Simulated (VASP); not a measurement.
# GeCl3 (Pm-3m) in VASP: relaxation of cell and atoms with PBE

Aim: the relaxation of cell and atoms of GeCl3 with PBE.

All numbers are computed with VASP 6.6.1; they aren't measurements. Logs are shortened: lines on timing, memory, paths and dates and some standing lists are left out, and cuts for length are marked.

## (1) The cell of the first run

Symmetry: Pm-3m, No. 221, cubic system. Conventional cell: a = 4.906 Å, b = 4.906 Å, c = 4.906 Å, α = 90.00°, β = 90.00°, γ = 90.00°. Ge (site symmetry m-3m) has 6 Cl at 2.45 Å within 3.2 Å. Within 3.2 Å of Cl (site symmetry 4/mmm) lie 2 Ge at 2.45 Å.

The cell was generated, and may not be a known phase.

## (2) Relaxation of cell and atoms, PBE

The input, INCAR:

```
SYSTEM = GeCl3
ALGO = Fast
EDIFF = 1E-6
EDIFFG = -0.01
ENCUT = 600
GGA = PE
IBRION = 2
ISIF = 3
ISMEAR = 0
LASPH = .True.
LCHARG = .False.
LREAL = .False.
LWAVE = .False.
NELM = 60
NSW = 100
PREC = Accurate
SIGMA = 0.1
```

The input, KPOINTS:

```
k-points
0
Gamma
  10 10 10
  0 0 0
```

The input, POSCAR:

```
GeCl3
1.0
    4.9063697900      0.0000000000      0.0000000000
    0.0000000000      4.9063697900      0.0000000000
    0.0000000000      0.0000000000      4.9063697900
Ge Cl
1 3
Direct
    0.5000000000      0.5000000000      0.5000000000
    0.0000000000      0.5000000000      0.5000000000
    0.5000000000      0.0000000000      0.5000000000
    0.5000000000      0.5000000000      0.0000000000
```

Potentials or basis: VASP PAW PBE potentials, release 64 (Ge_d, Cl).

Command:

```
cat potpaw_PBE.64/Ge_d/POTCAR potpaw_PBE.64/Cl/POTCAR > POTCAR
mpirun -np 1 vasp_std > vasp.out
```

OUTCAR:

```text
SYSTEM = GeCl3
   EDIFF = 1E-6
   EDIFFG = -0.01
   ENCUT = 600
   GGA = PE
   IBRION = 2
   ISIF = 3
   ISMEAR = 0
   LASPH = .True.
   LREAL = .False.
   NELM = 60
   NSW = 100
   PREC = Accurate

 ion  position               nearest neighbor table
   1  0.500  0.500  0.500-   2 2.45   3 2.45   4 2.45   4 2.45   3 2.45   2 2.45
   2  0.000  0.500  0.500-   1 2.45   1 2.45
   3  0.500  0.000  0.500-   1 2.45   1 2.45
   4  0.500  0.500  0.000-   1 2.45   1 2.45

  LATTYP: Found a simple cubic cell.
 ALAT       =     4.9063697900

  Lattice vectors:

 A1 = (   4.9063697900,   0.0000000000,   0.0000000000)
 A2 = (   0.0000000000,   4.9063697900,   0.0000000000)
 A3 = (   0.0000000000,   0.0000000000,   4.9063697900)

Analysis of symmetry for initial positions (statically):
=====================================================================
 Subroutine PRICEL returns:
 Original cell was already a primitive cell.

 Routine SETGRP: Setting up the symmetry group for a
 simple cubic supercell.

 Subroutine GETGRP returns: Found 48 space group operations
 (whereof 48 operations were pure point group operations)
 out of a pool of 48 trial point group operations.

The static configuration has the point symmetry O_h .

Analysis of symmetry for dynamics (positions and initial velocities):
=====================================================================
 Subroutine PRICEL returns:
 Original cell was already a primitive cell.

 Routine SETGRP: Setting up the symmetry group for a
 simple cubic supercell.

 Subroutine GETGRP returns: Found 48 space group operations
 (whereof 48 operations were pure point group operations)
 out of a pool of 48 trial point group operations.

The dynamic configuration has the point symmetry O_h .

 Subroutine INISYM returns: Found 48 space group operations
 (whereof 48 operations are pure point group operations),
 and found     1 'primitive' translations

----------------------------------------------------------------------------------------

                                     Primitive cell

  volume of cell :     118.1084

  direct lattice vectors                    reciprocal lattice vectors
     4.906369790  0.000000000  0.000000000     0.203816680  0.000000000  0.000000000
     0.000000000  4.906369790  0.000000000     0.000000000  0.203816680  0.000000000
     0.000000000  0.000000000  4.906369790     0.000000000  0.000000000  0.203816680

  length of vectors
     4.906369790  4.906369790  4.906369790     0.203816680  0.203816680  0.203816680

  position of ions in fractional coordinates (direct lattice)
     0.500000000  0.500000000  0.500000000
     0.000000000  0.500000000  0.500000000
     0.500000000  0.000000000  0.500000000
     0.500000000  0.500000000  0.000000000

  ion indices of the primitive-cell ions
   primitive index   ion index
                 1           1
                 2           2
                 3           3
                 4           4

----------------------------------------------------------------------------------------

 KPOINTS: k-points

Automatic generation of k-mesh.
 Grid dimensions read from file:
 generate k-points for:   10   10   10

 Generating k-lattice:

  Cartesian coordinates                     Fractional coordinates (reciprocal lattice)
     0.020381668  0.000000000  0.000000000     0.100000000  0.000000000  0.000000000
     0.000000000  0.020381668  0.000000000     0.000000000  0.100000000  0.000000000
     0.000000000  0.000000000  0.020381668     0.000000000  0.000000000  0.100000000

  Length of vectors
     0.020381668  0.020381668  0.020381668

  Shift w.r.t. Gamma in fractional coordinates (k-lattice)
     0.000000000  0.000000000  0.000000000

 Subroutine IBZKPT returns following result:
 ===========================================

 Found     56 irreducible k-points:

 Following reciprocal coordinates:
            Coordinates               Weight
  0.000000  0.000000  0.000000      1.000000
  0.100000  0.000000  0.000000      6.000000
  0.200000  0.000000  0.000000      6.000000
  0.300000  0.000000  0.000000      6.000000
  0.400000  0.000000  0.000000      6.000000
  0.500000  0.000000  0.000000      3.000000
[... 16 lines left out ...]
  0.200000  0.100000  0.100000     24.000000
  0.300000  0.100000  0.100000     24.000000
 [... further k-points ...]
   k-points           NKPTS =     56   k-points in BZ     NKDIM =     56   number of bands    NBANDS=     21
   number of dos      NEDOS =    301   number of ions     NIONS =      4
   total plane-waves  NPLWV =  64000
   dimension x,y,z NGX =    40 NGY =   40 NGZ =   40
   dimension x,y,z NGXF=    80 NGYF=   80 NGZF=   80
   ions per type =               1   3
   NGX,Y,Z   is equivalent  to a cutoff of  13.55, 13.55, 13.55 a.u.
   NGXF,Y,Z  is equivalent  to a cutoff of  27.11, 27.11, 27.11 a.u.
 SYSTEM =  GeCl3
   PREC   = accura    normal or accurate (medium, high low for compatibility)
   ISTART =      0    job   : 0-new  1-cont  2-samecut
   ICHARG =      2    charge: 1-file 2-atom 10-const
   ISPIN  =      1    spin polarized calculation?
   LNONCOLLINEAR =      F non collinear calculations
   LSORBIT =      F    spin-orbit coupling
   LASPH  =      T    aspherical Exc in radial PAW
   ENCUT  =  600.0 eV  44.10 Ry    6.64 a.u.   9.80  9.80  9.80*2*pi/ulx,y,z
   NELM   =     60;   NELMIN=  2; NELMDL= -5     # of ELM steps
   EDIFF  = 0.1E-05   stopping-criterion for ELM
   LREAL  =      F    real-space projection
   EDIFFG = -.1E-01   stopping-criterion for IOM
   NSW    =    100    number of steps for IOM
   IBRION =      2    ionic relax: 0-MD 1-quasi-New 2-CG
   NFREE  =      1    steps in history (QN), initial steepest desc. (CG)
   ISIF   =      3    stress and relaxation
   ISYM   =      2    0-nonsym 1-usesym 2-fastsym
   POTIM  = 0.5000    time-step for ionic-motion
   TEBEG  =    0.0;   TEEND  =   0.0 temperature during run
   PSTRESS=    0.0 pullay stress
   NELECT =      35.0000    total number of electrons
   NUPDOWN=      -1.0000    fix difference up-down
   EMIN   =  10.00;   EMAX   =-10.00  energy-range for DOS
   EFERMI =   0.00;   METHOD = LEGACY
   ISMEAR =     0;   SIGMA  =   0.10  broadening in eV -4-tet -1-fermi 0-gaus
   EFERMI_NEDOS =   21; number of points for ismear=-14 and -15
   IALGO  =     68    algorithm
   IMIX   =      4    mixing-type and parameters
     AMIX     =   0.40;   BMIX     =  1.00
     AMIX_MAG =   1.60;   BMIX_MAG =  1.00
  volume/ion in A,a.u.               =      29.53       199.26
  Fermi-wavevector in a.u.,A,eV,Ry     =   1.091450  2.062542 16.208123  1.191263
  Thomas-Fermi vector in A             =   2.227696
   LORBIT       =      0    0 simple, 1 ext, 2 COOP (PROOUT), +10 PAW based schemes
   GGA     = PE    functional components
   LHFCALC =     F    Hartree Fock is set to
   AEXX    =    0.0000 exact exchange contribution
   IVDW    =     0    specifies the selected vdW correction
   LEPSILON=     F    determine dielectric tensor
   LRPA    =     F    only Hartree local field effects (RPA)
 conjugate gradient relaxation of ions
 non-spin polarized calculation
 RMM-DIIS sequential band-by-band and
 Gauss-broadening in eV      SIGMA  =   0.10
  energy-cutoff  :      600.00
  volume of cell :      118.11
 maximum number of plane-waves:      3960
 NGX is ok and might be reduce to    40
   NGX = 19   NGY = 19   NGZ = 19

--------------------------------------- Ionic step        1  -------------------------------------------

 number of electron      35.0000007 magnetization

 Free energy of the ion-electron system (eV)
  ---------------------------------------------------
  ext. energy  EPLUGINS =         0.00000000
  ---------------------------------------------------
  free energy    TOTEN  =       -12.36076162 eV

  energy without entropy =      -12.35765548  energy(sigma->0) =      -12.35920855

------------------------ aborting loop because EDIFF is reached ----------------------------------------

  FORCE on cell =-STRESS in cart. coord.  units (eV):
  Direction    XX          YY          ZZ          XY          YZ          ZX
  --------------------------------------------------------------------------------------
  -------------------------------------------------------------------------------------
  Total        0.0925950      0.0925950      0.0925950     -0.0000000      0.0000000     -0.0000000
  in kB        1.2560798      1.2560798      1.2560798     -0.0000000      0.0000000     -0.0000000
  external PRESSURE =       1.2560798 kB  Pullay stress =       0.0000000 kB

 VOLUME and BASIS-vectors are now :
 -----------------------------------------------------------------------------
  energy-cutoff  :      600.00
  volume of cell :      118.11
      direct lattice vectors                 reciprocal lattice vectors
     4.906369790  0.000000000  0.000000000     0.203816680  0.000000000  0.000000000
     0.000000000  4.906369790  0.000000000     0.000000000  0.203816680  0.000000000
     0.000000000  0.000000000  4.906369790     0.000000000  0.000000000  0.203816680

 POSITION                                       TOTAL-FORCE (eV/Angst)
 -----------------------------------------------------------------------------------
      2.45318      2.45318      2.45318         0.000000      0.000000      0.000000
      0.00000      2.45318      2.45318         0.000000      0.000000      0.000000
      2.45318      0.00000      2.45318         0.000000      0.000000      0.000000
      2.45318      2.45318      0.00000         0.000000      0.000000      0.000000
 -----------------------------------------------------------------------------------
    total drift:                                0.000000      0.000000     -0.000000

  FREE ENERGIE OF THE ION-ELECTRON SYSTEM (eV)
  ---------------------------------------------------
  free  energy   TOTEN  =       -12.3607616181 eV

  energy  without entropy=      -12.3576554819  energy(sigma->0) =      -12.35920855

--------------------------------------- Ionic step        2  -------------------------------------------

 number of electron      35.0000005 magnetization

 Free energy of the ion-electron system (eV)
  ---------------------------------------------------
  ext. energy  EPLUGINS =         0.00000000
  ---------------------------------------------------
  free energy    TOTEN  =       -12.36101298 eV

  energy without entropy =      -12.35787742  energy(sigma->0) =      -12.35944520

 E-fermi :  -0.2892     XC(G=0):  -7.6114

 val. band max:       -0.3071436178   @ k =   0.5000   0.1000   0.0000
 cond. band min:      -0.2574034389   @ k =   0.5000   0.1000   0.1000
 fundamental gap:      0.0497401789
 Fermi energy:        -0.2891519729

 k-point     1 :       0.0000    0.0000    0.0000
  band No.  band energies     occupation
      1     -25.1381      2.00000
      2     -25.1381      2.00000
      3     -25.0980      2.00000
      4     -25.0980      2.00000
      5     -25.0980      2.00000
      6     -15.4949      2.00000
[... 13 lines left out ...]
     20       7.5688      0.00000
     21       7.5904      0.00000

 k-point     2 :       0.1000    0.0000    0.0000
  band No.  band energies     occupation
      1     -25.1381      2.00000
      2     -25.1376      2.00000
      3     -25.0980      2.00000
      4     -25.0980      2.00000
      5     -25.0980      2.00000
      6     -15.4686      2.00000
[... 13 lines left out ...]
     20       7.5761      0.00000
     21       7.5970      0.00000
[... 487 lines left out ...]
      5     -25.0980      2.00000
      6     -15.3412      2.00000
[... 13 lines left out ...]
     20       6.4813      0.00000
     21       7.1882      0.00000

 k-point    24 :       0.3000    0.1000    0.1000
  band No.  band energies     occupation
      1     -25.1373      2.00000
      2     -25.1345      2.00000
      3     -25.0981      2.00000
      4     -25.0981      2.00000
      5     -25.0980      2.00000
      6     -15.2285      2.00000
[... 13 lines left out ...]
     20       6.8059      0.00000
     21       7.1565      0.00000

 [... further k-points ...]

------------------------ aborting loop because EDIFF is reached ----------------------------------------

  FORCE on cell =-STRESS in cart. coord.  units (eV):
  Direction    XX          YY          ZZ          XY          YZ          ZX
  --------------------------------------------------------------------------------------
  -------------------------------------------------------------------------------------
  Total        0.0021171      0.0021171      0.0021171      0.0000000     -0.0000000      0.0000000
  in kB        0.0286233      0.0286233      0.0286233      0.0000000     -0.0000000      0.0000000
  external PRESSURE =       0.0286233 kB  Pullay stress =       0.0000000 kB

 VOLUME and BASIS-vectors are now :
 -----------------------------------------------------------------------------
  energy-cutoff  :      600.00
  volume of cell :      118.50
      direct lattice vectors                 reciprocal lattice vectors
     4.911849013  0.000000000 -0.000000000     0.203589320  0.000000000 -0.000000000
    -0.000000000  4.911849013 -0.000000000    -0.000000000  0.203589320 -0.000000000
     0.000000000  0.000000000  4.911849013     0.000000000  0.000000000  0.203589320

 POSITION                                       TOTAL-FORCE (eV/Angst)
 -----------------------------------------------------------------------------------
      2.45592      2.45592      2.45592        -0.000000     -0.000000      0.000000
      0.00000      2.45592      2.45592         0.000000      0.000000      0.000000
      2.45592      0.00000      2.45592         0.000000      0.000000      0.000000
      2.45592      2.45592     -0.00000         0.000000     -0.000000      0.000000
 -----------------------------------------------------------------------------------
    total drift:                                0.000000      0.000000     -0.000000

  FREE ENERGIE OF THE ION-ELECTRON SYSTEM (eV)
  ---------------------------------------------------
  free  energy   TOTEN  =       -12.3610129845 eV

  energy  without entropy=      -12.3578774164  energy(sigma->0) =      -12.35944520

 reached required accuracy - stopping structural energy minimisation
```

It took 2.9 min on 1 thread of Oxide Virtual Turin-like, shared host; peak memory 0.31 GiB.

Results:

| Property | Result |
| --- | --- |
| Free energy | -12.3610 eV |
| Relaxed volume | 29.63 Å³/atom |
| Relaxed cell | a = 4.912 Å, b = 4.912 Å, c = 4.912 Å, α = 90.00°, β = 90.00°, γ = 90.00° |
| Space group after relaxing (to 0.1 Å) | Pm-3m (No. 221) |
| Energy gained by relaxing | 0.1 meV/atom |
| Ionic steps | 2 |
| Pressure after relaxing | 0.0 GPa |
| Band gap on the k mesh | zero (an odd number of electrons rules out a gap without spin polarisation) |

Step by step:
| step | energy change (eV) | largest force (eV/Å) | pressure (GPa) | volume (Å³) |
| --- | --- | --- | --- | --- |
| 1 | 0.0000 | 0.0000 | 0.13 | 118.11 |
| 2 | -0.0003 | 0.0000 | 0.00 | 118.50 |

Final structure:
```
CELL_PARAMETERS angstrom
4.91185 0.00000 0.00000
0.00000 4.91185 0.00000
0.00000 0.00000 4.91185
ATOMIC_POSITIONS crystal
Ge 0.50000 0.50000 0.50000
Cl 0.00000 0.50000 0.50000
Cl 0.50000 0.00000 0.50000
Cl 0.50000 0.50000 0.00000
```

Levels at points of the mesh, in eV from the Fermi level:
| k point | band 15 | band 16 | band 17 | band 18 | band 19 | band 20 |
| --- | --- | --- | --- | --- | --- | --- |
| (0.00, 0.00, 0.00) | -1.28 | -1.24 | -1.24 | -1.24 | 6.10 | 7.86 |
| (0.50, 0.00, 0.00) | -1.43 | -1.24 | -1.24 | -0.08 | 3.84 | 8.11 |
| (0.50, 0.50, 0.00) | -1.67 | -1.67 | -0.53 | 1.50 | 3.27 | 3.27 |
| (0.50, 0.50, 0.50) | -0.52 | -0.52 | -0.52 | 2.59 | 2.59 | 2.59 |

Caveat: an odd number of electrons without spin polarisation forces a metal; a magnetic or distorted state may lie lower.

The gap in the log of VASP goes by the Fermi energy; the results here count the filled bands.